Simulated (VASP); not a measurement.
Set up this calculation in VASP 6.6.1, as the native input.

* Task: relaxation of shape and atoms at fixed volume
* Functional: PBE
* Potentials or basis: VASP PAW PBE potentials, release 64 (B)
* Cutoff: 600 eV
* k mesh: 21 × 21 × 21
* Occupations: fermi-dirac, width 0.05 eV
* Spin: no spin polarisation
* Dipole correction: no
* Further INCAR settings: ALGO = Normal; EDIFF = 1e-06; IBRION = 2; EDIFFG = -0.005; NSW = 50; ISIF = 4

The structure of B lies in POSCAR:

```
B
1.0
   -2.1597595023      2.1597595023      0.7707457562
    2.1597595023     -2.1597595023      0.7707457562
    2.1597595023      2.1597595023     -0.7707457562
B
2
Direct
   -0.3750000000     -0.1250000000     -0.2500000000
    0.3750000000      0.1250000000      0.2500000000
```

These files were run (other wordings do the same):

INCAR

```
PREC = Accurate
ENCUT = 600
EDIFF = 1E-6
ISMEAR = -1
SIGMA = 0.05
LREAL = F
LASPH = T
NELM = 80
ALGO = Normal
ISIF = 4
LWAVE = F
LCHARG = F
GGA = PE
IBRION = 2
NSW = 50
EDIFFG = -0.005
```

KPOINTS

```
regular mesh
0
Gamma
  21 21 21
```

Potentials or basis: VASP PAW PBE potentials, release 64 (B).

Launch:

```console
$ cat potpaw_PBE.64/B/POTCAR > POTCAR
$ mpirun -np 1 vasp_std > vasp.out
```

It gave:

```yaml
Energy_gained_by_relaxing: 33.8 meV/atom
Ionic_steps: 16
Pressure_after_relaxing: 9.1 GPa
Band_gap_on_the_k_mesh: zero (bands 3 and 4 overlap by 13.31 eV)
```

It took 9.3 min on 1 thread of Intel Xeon 8259CL (shared host), peak memory 0.22 GiB.
